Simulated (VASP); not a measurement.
# MgS5 (P-62m) in VASP: further runs

The runs below take MgS5 through relaxation of cell and atoms, with PBE.

Program: VASP 6.6.1. These are calculated values, not measurements. Logs are shortened: lines on timing, memory, paths and dates and some standing lists are left out, and cuts for length are marked.

**1. The cell of the first run**

It takes space group P-62m (No. 189, hexagonal). The conventional cell has a = 5.921 Å, b = 5.921 Å, c = 5.503 Å, α = 90.00°, β = 90.00°, γ = 120.00°. Mg (site symmetry -62m) has 12 S at 3.34 to 3.42 Å within 4.4 Å. Within 4.3 Å of S (site symmetry m2m) lie 10 S at 3.27 to 3.49 Å and 2 Mg at 3.34 Å. S (site symmetry -6) has 9 S at 3.41 to 3.42 Å and 3 Mg at 3.42 Å within 4.5 Å.

The cell was generated, and may not be a known phase.

**2. Relaxation of cell and atoms, PBE**

Input file INCAR:

```
  ALGO = Normal
  EDIFF = 1E-6
  EDIFFG = -0.04
  ENCUT = 600
  GGA = PE
  IBRION = 2
  ISIF = 3
  ISMEAR = 0
  LASPH = True
  LCHARG = False
  LREAL = False
  LWAVE = False
  NELM = 100
  NSW = 90
  PREC = Accurate
  SIGMA = 0.1
```

Input file KPOINTS:

```
k-points
0
Gamma
  3 3 4
```

Input file POSCAR:

```
MgS5
1.0
    5.9206488400      0.0000000000      0.0000000000
   -2.9603244200      5.1274323000      0.0000000000
    0.0000000000      0.0000000000      5.5032264100
Mg S
1 5
Direct
    0.0000000000      0.0000000000      0.0000000000
    0.0000000000      0.6807405900      0.5000000000
    0.6807405900      0.0000000000      0.5000000000
    0.3192594100      0.3192594100      0.5000000000
    0.6666666700      0.3333333300      0.0000000000
    0.3333333300      0.6666666700      0.0000000000
```

Potentials or basis: VASP PAW PBE potentials, release 64 (Mg, S).

Launch:

```sh
$ cat potpaw_PBE.64/Mg/POTCAR potpaw_PBE.64/S/POTCAR > POTCAR
$ mpirun -np 1 vasp_std > vasp.out
```

OUTCAR:

```text
EDIFF = 1E-6
   EDIFFG = -0.04
   ENCUT = 600
   GGA = PE
   IBRION = 2
   ISIF = 3
   ISMEAR = 0
   LASPH = True
   LREAL = False
   NELM = 100
   NSW = 90
   PREC = Accurate

 ion  position               nearest neighbor table
   1  0.000  0.000  0.000-
   2  0.000  0.681  0.500-
   3  0.681  0.000  0.500-
   4  0.319  0.319  0.500-
   5  0.667  0.333  0.000-
   6  0.333  0.667  0.000-

  LATTYP: Found a hexagonal cell.
 ALAT       =     5.9206488400
 C/A-ratio  =     0.9294971816

  Lattice vectors:

 A1 = (   5.9206488400,   0.0000000000,   0.0000000000)
 A2 = (  -2.9603244200,   5.1274323000,   0.0000000000)
 A3 = (   0.0000000000,   0.0000000000,   5.5032264100)

Analysis of symmetry for initial positions (statically):
=====================================================================
 Subroutine PRICEL returns:
 Original cell was already a primitive cell.

 Routine SETGRP: Setting up the symmetry group for a
 hexagonal supercell.

 Subroutine GETGRP returns: Found 12 space group operations
 (whereof 12 operations were pure point group operations)
 out of a pool of 24 trial point group operations.

The static configuration has the point symmetry D_3h.

Analysis of symmetry for dynamics (positions and initial velocities):
=====================================================================
 Subroutine PRICEL returns:
 Original cell was already a primitive cell.

 Routine SETGRP: Setting up the symmetry group for a
 hexagonal supercell.

 Subroutine GETGRP returns: Found 12 space group operations
 (whereof 12 operations were pure point group operations)
 out of a pool of 24 trial point group operations.

The dynamic configuration has the point symmetry D_3h.

 Subroutine INISYM returns: Found 12 space group operations
 (whereof 12 operations are pure point group operations),
 and found     1 'primitive' translations

----------------------------------------------------------------------------------------

                                     Primitive cell

  volume of cell :     167.0654

  direct lattice vectors                    reciprocal lattice vectors
     5.920648840  0.000000000  0.000000000     0.168900407  0.097514696  0.000000000
    -2.960324420  5.127432300  0.000000000     0.000000000  0.195029391  0.000000000
     0.000000000  0.000000000  5.503226410     0.000000000  0.000000000  0.181711586

  length of vectors
     5.920648840  5.920648838  5.503226410     0.195029391  0.195029391  0.181711586

  position of ions in fractional coordinates (direct lattice)
     0.000000000  0.000000000  0.000000000
     0.000000000  0.680740590  0.500000000
     0.680740590  0.000000000  0.500000000
     0.319259410  0.319259410  0.500000000
     0.666666670  0.333333330  0.000000000
     0.333333330  0.666666670  0.000000000

  ion indices of the primitive-cell ions
   primitive index   ion index
                 1           1
                 2           2
                 3           3
                 4           4
                 5           5
                 6           6

----------------------------------------------------------------------------------------

 KPOINTS: k-points

Automatic generation of k-mesh.
 Grid dimensions read from file:
 generate k-points for:    3    3    4

 Generating k-lattice:

  Cartesian coordinates                     Fractional coordinates (reciprocal lattice)
     0.056300136  0.032504899  0.000000000     0.333333333  0.000000000  0.000000000
     0.000000000  0.065009797  0.000000000     0.000000000  0.333333333  0.000000000
     0.000000000  0.000000000  0.045427897     0.000000000  0.000000000  0.250000000

  Length of vectors
     0.065009797  0.065009797  0.045427897

  Shift w.r.t. Gamma in fractional coordinates (k-lattice)
     0.000000000  0.000000000  0.000000000

 Subroutine IBZKPT returns following result:
 ===========================================

 Found      9 irreducible k-points:

 Following reciprocal coordinates:
            Coordinates               Weight
  0.000000  0.000000  0.000000      1.000000
  0.333333 -0.000000  0.000000      6.000000
  0.333333  0.333333  0.000000      2.000000
  0.000000  0.000000  0.250000      2.000000
  0.333333 -0.000000  0.250000     12.000000
  0.333333  0.333333  0.250000      4.000000
  0.000000  0.000000  0.500000      1.000000
  0.333333 -0.000000  0.500000      6.000000
  0.333333  0.333333  0.500000      2.000000
   k-points           NKPTS =      9   k-points in BZ     NKDIM =      9   number of bands    NBANDS=     20
   number of dos      NEDOS =    301   number of ions     NIONS =      6
   total plane-waves  NPLWV = 110592
   dimension x,y,z NGX =    48 NGY =   48 NGZ =   48
   dimension x,y,z NGXF=    96 NGYF=   96 NGZF=   96
   ions per type =               1   5
   NGX,Y,Z   is equivalent  to a cutoff of  13.48, 13.48, 14.50 a.u.
   NGXF,Y,Z  is equivalent  to a cutoff of  26.96, 26.96, 29.00 a.u.
 SYSTEM =  unknown system
   PREC   = accura    normal or accurate (medium, high low for compatibility)
   ISTART =      0    job   : 0-new  1-cont  2-samecut
   ICHARG =      2    charge: 1-file 2-atom 10-const
   ISPIN  =      1    spin polarized calculation?
   LNONCOLLINEAR =      F non collinear calculations
   LSORBIT =      F    spin-orbit coupling
   LASPH  =      T    aspherical Exc in radial PAW
   ENCUT  =  600.0 eV  44.10 Ry    6.64 a.u.  11.83 11.83 10.99*2*pi/ulx,y,z
   NELM   =    100;   NELMIN=  2; NELMDL= -5     # of ELM steps
   EDIFF  = 0.1E-05   stopping-criterion for ELM
   LREAL  =      F    real-space projection
   EDIFFG = -.4E-01   stopping-criterion for IOM
   NSW    =     90    number of steps for IOM
   IBRION =      2    ionic relax: 0-MD 1-quasi-New 2-CG
   NFREE  =      1    steps in history (QN), initial steepest desc. (CG)
   ISIF   =      3    stress and relaxation
   ISYM   =      2    0-nonsym 1-usesym 2-fastsym
   POTIM  = 0.5000    time-step for ionic-motion
   TEBEG  =    0.0;   TEEND  =   0.0 temperature during run
   PSTRESS=    0.0 pullay stress
   NELECT =      32.0000    total number of electrons
   NUPDOWN=      -1.0000    fix difference up-down
   EMIN   =  10.00;   EMAX   =-10.00  energy-range for DOS
   EFERMI =   0.00;   METHOD = LEGACY
   ISMEAR =     0;   SIGMA  =   0.10  broadening in eV -4-tet -1-fermi 0-gaus
   EFERMI_NEDOS =   21; number of points for ismear=-14 and -15
   IALGO  =     38    algorithm
   IMIX   =      4    mixing-type and parameters
     AMIX     =   0.40;   BMIX     =  1.00
     AMIX_MAG =   1.60;   BMIX_MAG =  1.00
  volume/ion in A,a.u.               =      27.84       187.90
  Fermi-wavevector in a.u.,A,eV,Ry     =   0.943690  1.783315 12.116676  0.890551
  Thomas-Fermi vector in A             =   2.071422
   LORBIT       =      0    0 simple, 1 ext, 2 COOP (PROOUT), +10 PAW based schemes
   GGA     = PE    functional components
   LHFCALC =     F    Hartree Fock is set to
   AEXX    =    0.0000 exact exchange contribution
   IVDW    =     0    specifies the selected vdW correction
   LEPSILON=     F    determine dielectric tensor
   LRPA    =     F    only Hartree local field effects (RPA)
 conjugate gradient relaxation of ions
 non-spin polarized calculation
 Gauss-broadening in eV      SIGMA  =   0.10
  energy-cutoff  :      600.00
  volume of cell :      167.07
 maximum number of plane-waves:      5596
 NGX is ok and might be reduce to    48
   NGX = 23   NGY = 23   NGZ = 21

--------------------------------------- Ionic step        1  -------------------------------------------

 number of electron      32.0000000 magnetization

 Free energy of the ion-electron system (eV)
  ---------------------------------------------------
  ext. energy  EPLUGINS =         0.00000000
  ---------------------------------------------------
  free energy    TOTEN  =       -14.62956314 eV

  energy without entropy =      -14.58192390  energy(sigma->0) =      -14.60574352

------------------------ aborting loop because EDIFF is reached ----------------------------------------

  FORCE on cell =-STRESS in cart. coord.  units (eV):
  Direction    XX          YY          ZZ          XY          YZ          ZX
  --------------------------------------------------------------------------------------
  -------------------------------------------------------------------------------------
  Total      -12.0999518    -12.0999518    -12.9181230      0.0000000      0.0000000      0.0000000
  in kB     -116.0399687   -116.0399686   -123.8863274      0.0000000      0.0000000      0.0000000
  external PRESSURE =    -118.6554216 kB  Pullay stress =       0.0000000 kB
[... 101 lines left out ...]
  FREE ENERGIE OF THE ION-ELECTRON SYSTEM (eV)
  ---------------------------------------------------
  free  energy   TOTEN  =       -18.7107137090 eV

  energy  without entropy=      -18.6949660812  energy(sigma->0) =      -18.70283990

 E-fermi :   5.7752     XC(G=0): -10.2268

 val. band max:        5.7200898716   @ k =   0.3333   0.3333   0.2500
 cond. band min:       5.8087577585   @ k =   0.3333  -0.0000   0.2500
 fundamental gap:      0.0886678870
 Fermi energy:         5.7752458959

 k-point     1 :       0.0000    0.0000    0.0000
  band No.  band energies     occupation
      1     -10.8774      2.00000
      2      -6.7782      2.00000
      3      -6.2948      2.00000
      4      -6.2948      2.00000
      5      -5.3064      2.00000
      6      -0.4881      2.00000
[... 196 lines left out ...]
     19       7.2592      0.00000
     20       7.2592      0.00000

 E-fermi :   4.7538     XC(G=0):  -9.7271

 val. band max:        4.6641614663   @ k =   0.3333  -0.0000   0.0000
 cond. band min:       4.7798426481   @ k =   0.3333   0.3333   0.0000
 fundamental gap:      0.1156811818
 Fermi energy:         4.7538351691

 k-point     1 :       0.0000    0.0000    0.0000
  band No.  band energies     occupation
      1     -12.1236      2.00000
      2      -7.5977      2.00000
      3      -7.2770      2.00000
      4      -7.2770      2.00000
      5      -6.0329      2.00000
      6      -1.4629      2.00000
[... 196 lines left out ...]
     19       6.2195      0.00000
     20       6.2195      0.00000

[... ionic steps 4 to 32 ...]

--------------------------------------- Ionic step       33  -------------------------------------------

 number of electron      32.0000009 magnetization

------------------------ aborting loop because EDIFF is reached ----------------------------------------
[... 75 lines left out ...]
--------------------------------------- Ionic step       35  -------------------------------------------

 number of electron      32.0000009 magnetization

 Free energy of the ion-electron system (eV)
  ---------------------------------------------------
  ext. energy  EPLUGINS =         0.00000000
  ---------------------------------------------------
  free energy    TOTEN  =       -20.49038504 eV

  energy without entropy =      -20.47151549  energy(sigma->0) =      -20.48095026

 E-fermi :   2.9607     XC(G=0):  -8.7882

 val. band max:        2.9501058617   @ k =   0.0000   0.0000   0.5000
 cond. band min:       3.5316189380   @ k =   0.0000   0.0000   0.0000
 fundamental gap:      0.5815130763
 Fermi energy:         2.9607111151

 k-point     1 :       0.0000    0.0000    0.0000
  band No.  band energies     occupation
      1     -14.6604      2.00000
      2     -10.3831      2.00000
      3      -7.8328      2.00000
      4      -7.8328      2.00000
      5      -6.5821      2.00000
      6      -4.3609      2.00000
[... 229 lines left out ...]
  FREE ENERGIE OF THE ION-ELECTRON SYSTEM (eV)
  ---------------------------------------------------
  free  energy   TOTEN  =       -20.4903850416 eV

  energy  without entropy=      -20.4715154871  energy(sigma->0) =      -20.48095026

 reached required accuracy - stopping structural energy minimisation
```

It took 7.4 min on 1 thread of Intel Xeon 6975P-C (Granite Rapids), shared host; peak memory 0.36 GiB.

What came out:

- Free energy: -20.4904 eV
- Relaxed volume: 22.88 Å³/atom
- Relaxed cell: a = 4.676 Å, b = 4.676 Å, c = 7.251 Å, α = 90.00°, β = 90.00°, γ = 120.00°
- Space group after relaxing (to 0.1 Å): P-62m (No. 189)
- Energy gained by relaxing: 976.8 meV/atom
- Ionic steps: 35
- Pressure after relaxing: 0.3 GPa
- Band gap on the k mesh: zero (bands 16 and 17 overlap by 0.17 eV)

Step by step:
```tsv
step	energy change (eV)	largest force (eV/Å)	pressure (GPa)	volume (Å³)
1	0.0000	0.7272	-11.87	167.07
2	-3.3097	0.7665	-9.30	122.00
3	-4.0812	0.6299	-1.86	103.14
4	-4.1007	0.5797	1.16	98.87
5	-4.1035	0.5936	0.29	100.01
6	-4.1779	0.6576	0.54	100.06
7	-4.3899	0.5372	1.99	100.13
8	-4.1804	1.0252	10.13	99.93
9	-4.4411	0.3157	3.52	100.12
10	-4.4890	0.3364	2.98	101.63
11	-4.6050	0.2666	1.83	106.25
12	-4.6287	0.6328	1.54	115.88
13	-4.6633	0.0674	1.39	111.08
14	-4.6644	0.1337	1.38	111.74
15	-4.7098	0.0778	0.23	113.42
16	-4.7710	0.6272	-2.28	117.66
17	-4.7786	0.8508	-3.29	119.69
18	-4.7979	0.8626	-3.34	119.93
19	-4.8600	0.8932	-3.43	120.60
20	-5.0006	0.8323	-3.40	121.83
21	-5.2608	0.3148	-2.51	123.85
22	-5.4385	2.5059	2.46	126.17
23	-5.4658	1.4206	0.52	125.72
24	-5.4665	1.7140	1.05	125.87
25	-5.5150	1.8298	1.25	127.17
26	-5.6105	2.3079	2.40	130.58
27	-5.7521	1.2520	0.91	133.07
28	-5.8204	0.8269	-1.72	139.52
29	-5.8406	0.3160	-1.13	137.68
30	-5.8410	0.2271	-1.02	137.38
31	-5.8500	0.2175	-0.73	137.37
32	-5.8591	0.1977	-0.05	137.30
33	-5.8591	0.1968	0.01	137.30
34	-5.8606	0.0670	0.17	137.30
35	-5.8608	0.0005	0.25	137.30
```

Final structure:
```xyz
6
Lattice="4.6761 0.0000 0.0000 -2.3380 4.0496 0.0000 0.0000 0.0000 7.2508" Properties=species:S:1:pos:R:3 pbc="T T T"
Mg    0.0000    0.0000    0.0000
S     2.9453    2.9978    3.6254
S     3.4616    0.0000    3.6254
S     0.6073    1.0518    3.6254
S     2.3380    1.3499    0.0000
S     0.0000    2.6997    0.0000
```

Caveat: the k points lie up to 0.52 Å⁻¹ apart in the final cell; the volume moved by over 15 % at a fixed basis, so the end points are rough; semilocal functionals underestimate gaps, and a narrow one can read as zero.

(Continued in part 2 of 2.)

The gap in the log of VASP goes by the Fermi energy; the results here count the filled bands.